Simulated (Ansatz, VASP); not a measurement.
Two plane-wave programs on AlN

```xyz
2
Lattice="0.0000 2.1645 2.1645 2.1645 0.0000 2.1645 2.1645 2.1645 0.0000" Properties=species:S:1:pos:R:3 pbc="T T T"
Al    0.0099    0.0000    0.0000
N     3.2277    3.2467    3.2467
```

Change from the starting cell: mode 4 frozen in at -0.019 Å, equal normal strain along x, y and z -0.0167.

Alike in both runs: task single point; functional PBE; k mesh 10 × 10 × 10; occupations gaussian, width 0.05 eV; no spin polarisation.

|  | VASP | Ansatz |
| --- | --- | --- |
| version | VASP 6.6.1 | Ansatz 0.2.0 |
| potentials or method | VASP PAW PBE potentials, release 64 (Al, N), cutoff 520 eV | scalar-relativistic, plane waves, PAW |
| valence electrons in the cell | 8 | 8 |

|  | VASP | Ansatz | Ansatz less VASP |
| --- | --- | --- | --- |
| gap on the k mesh at the Fermi level (eV) | 3.25 | 3.26 | +0.007 |
| least direct gap on the mesh (eV) | 4.36 | 4.35 | -0.011 |
| pressure (GPa) | 10.7 | 10.9 | +0.18 |
| traceless stress, the component that is largest in VASP (GPa) | -2.48 | -2.47 | +0.009 |
| rms of the force components (eV/Å) | 0.265 | 0.265 | -0.0007 |

Atom by atom the forces differ by 0.001 eV/Å (rms over components).
